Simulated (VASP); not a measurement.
Crystal: SnSe.

```xyz
2
Lattice="0.0000 3.0299 3.0299 3.0299 0.0000 3.0299 3.0299 3.0299 0.0000" Properties=species:S:1:pos:R:3 pbc="T T T"
Sn    0.0000    0.0000    0.0000
Se    3.0299    3.0299    3.0299
```

Base run:

* Program: VASP 6.6.1
* Functional: PBE exchange alone
* Potentials or basis: VASP PAW PBE potentials, release 64 (Sn_d, Se)
* Cutoff: 520 eV
* k mesh: 8 × 8 × 8
* Occupations: fermi-dirac, width 0.05 eV
* Spin: no spin polarisation

Its results: band gap on the k mesh 0.32 eV; pressure 9.1 GPa.

The run is repeated on the same cell with these changes: functional from PBE exchange alone to BHLYP; k mesh from 8 × 8 × 8 to 4 × 4 × 4. What comes out?

Band gap on the k mesh 1.06 eV; pressure -0.3 GPa.

Several settings changed at once.

Caveats: some runs use coarse meshes; spin-orbit coupling is left out, which moves the levels of the heavy elements; the cell stands under pressure (at least some runs); semilocal functionals underestimate gaps, and a narrow one can read as zero (at least some runs); the PAW data sets were made with another functional, which shifts forces and pressure a little (at least some runs).

A k mesh can miss the band edges.
